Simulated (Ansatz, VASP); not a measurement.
# One calculation of Al2BN3, two programs

```
CELL_PARAMETERS angstrom
4.72914 0.00000 0.00000
-2.36457 4.09555 0.00000
0.00000 0.00000 3.55397
ATOMIC_POSITIONS crystal
Al 0.33333 0.66667 0.00000
Al 0.66667 0.33333 0.00000
B 0.00000 0.00000 0.00000
N 0.50000 0.00000 0.50000
N 0.00000 0.50000 0.50000
N 0.50000 0.50000 0.50000
```

Change from the starting cell: species swapped into the CeZn2Ni3 type (P6/mmm, No. 191).

Alike in both runs: task relaxation of cell and atoms; functional PBE; k mesh 6 × 6 × 6; occupations gaussian, width 0.1 eV; no spin polarisation.

|  | VASP | Ansatz |
| --- | --- | --- |
| version | VASP 6.6.1 | Ansatz 0.2.0 |
| potentials or method | VASP PAW PBE potentials, release 64 (Al, B, N), cutoff 600 eV | scalar-relativistic, plane waves, PAW |
| valence electrons in the cell | 24 | 24 |

```tsv
	VASP	Ansatz	Ansatz less VASP
gap on the k mesh at the Fermi level, each at its own relaxed structure (eV)	none	none	-
relaxed volume (Å³/atom)	10.35	10.35	-0.003
relaxed cell length with the largest relative difference (Å)	2.483	2.485	+0.0014
```

A gap of «none» marks a metal or a gap that the smearing closes.
